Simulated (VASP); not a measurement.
Sn4Se3:

```
Sn Se
1.0
    -5.97754    5.97754    0.00000
     0.00000    5.97754   -5.97754
    -5.97754    0.00000   -5.97754
Sn Se
8 6
Cartesian
  -8.9493 5.9996 -3.0041
  -8.9498 8.9642 -5.9601
  -5.9709 0.0230 -5.9797
  -11.9154 8.9545 -8.9432
  -5.9725 3.0192 -3.0101
  -5.9642 5.9934 -5.9765
  -8.9765 8.9694 -11.9474
  -3.0135 5.9690 -2.9880
  -5.9559 2.9758 -5.9835
  -3.0024 6.0074 -6.0023
  -8.9482 8.9448 -8.9698
  -8.9871 5.9924 -5.9822
  -5.9726 8.9841 -6.0123
  -5.9615 5.9666 -3.0005
```

```yaml
Program: VASP 6.6.1
Task: relaxation of cell and atoms
Functional: PBE
Dispersion: D3(BJ)
Potentials_or_basis: VASP PAW PBE potentials, release 64 (Sn_d, Se)
Cutoff: 500 eV
k_mesh: 2 × 2 × 2, shifted
Occupations: gaussian, width 0.1 eV
Spin: no spin polarisation
```

At the start: pressure -1.0 GPa; volume 30.51 Å³/atom.

Question: Where does the relaxation end?

Answer: Over 22 steps the energy falls by 49.2 meV/atom and the volume is 27.72 Å³/atom (-9.2 %); space group Imm2 (No. 44, to 0.1 Å) before, P2/m (No. 10, to 0.1 Å).

Step by step:
```tsv
step	energy change (eV)	largest force (eV/Å)	pressure (GPa)	volume (Å³)
1	0.0000	0.6672	-0.98	427.17
2	-0.2018	0.6290	0.06	415.71
3	-0.4266	0.4656	0.99	392.68
4	0.1246	0.4502	6.60	348.36
5	-0.4347	0.4827	1.52	385.68
6	-0.5856	0.2914	0.63	389.57
7	-0.6320	0.1526	-0.13	393.57
8	-0.6325	0.1411	-0.07	393.22
9	-0.6428	0.1360	-0.10	392.96
10	-0.6486	0.1309	-0.14	392.56
11	-0.6575	0.1113	-0.08	391.29
12	-0.6663	0.1128	0.13	388.52
13	-0.6705	0.1012	0.01	389.39
14	-0.6736	0.0812	-0.26	391.46
15	-0.6757	0.0689	-0.23	391.15
16	-0.6798	0.0813	-0.15	390.22
17	-0.6776	0.1299	0.06	388.36
18	-0.6807	0.0978	-0.08	389.59
19	-0.6833	0.0788	-0.01	388.96
20	-0.6863	0.0483	0.18	387.55
21	-0.6864	0.0475	0.22	387.22
22	-0.6885	0.0394	0.12	388.02
```

Final structure:
```
CELL_PARAMETERS angstrom
-5.83638 5.83434 -0.53092
-0.27761 6.08173 -6.01587
-6.08430 0.27759 -6.01680
ATOMIC_POSITIONS crystal
Sn 0.01526 0.99424 0.49471
Sn 0.02921 0.48003 0.47889
Sn 0.02840 0.98139 0.97845
Sn 0.01337 0.49604 0.99127
Sn 0.48375 0.00864 0.50367
Sn 0.47020 0.52313 0.52024
Sn 0.47092 0.02183 0.02041
Sn 0.48570 0.50681 0.00739
Se 0.25106 0.25078 0.74835
Se 0.24816 0.75216 0.25035
Se 0.74928 0.75129 0.75055
Se 0.74807 0.25228 0.75048
Se 0.75094 0.75069 0.24830
Se 0.74946 0.25187 0.24818
```
